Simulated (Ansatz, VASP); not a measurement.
HfC in VASP and in Ansatz

```xyz
2
Lattice="0.0000 2.3250 2.3250 2.3250 0.0000 2.3250 2.3250 2.3250 0.0000" Properties=species:S:1:pos:R:3 pbc="T T T"
Hf    2.3250    2.3250    2.3250
C     0.0000    0.0000    0.0000
```

Alike in both runs: task relaxation of cell and atoms; functional LDA; k mesh 10 × 10 × 10; occupations fermi-dirac, width 0.05 eV; no spin polarisation; Hubbard terms Hf d U = 6.0 eV.

```csv
,VASP,Ansatz
version,VASP 6.6.1,Ansatz 0.2.0
potentials or method,"VASP PAW LDA potentials, release 64 (Hf_pv, C)",Ansatz PAW
plane-wave cutoff (eV),600,420
valence electrons in the cell,14,30
```

|  | VASP | Ansatz | Ansatz less VASP |
| --- | --- | --- | --- |
| gap on the k mesh at the Fermi level, each at its own relaxed structure (eV) | none | none | - |
| relaxed volume (Å³/atom) | 13.08 | 12.52 | -0.564 |
| relaxed cell length with the largest relative difference (Å) | 3.332 | 3.283 | -0.0486 |

LDA's correlation is that of Perdew and Zunger in VASP and of Perdew and Wang (1992) in Ansatz. The programs project onto different local orbitals, so the same U acts differently, and such runs can settle in different states. A gap of «none» marks a metal or a gap that the smearing closes. VASP's potentials hold 14 valence electrons a cell and Ansatz's 30, so a difference there can come from the potentials and not from the codes.

Spin-orbit coupling is off throughout. Noted on Ansatz's run: the plane-wave basis is chosen anew once the cell has moved, so the energies of steps on either side of that aren't comparable.
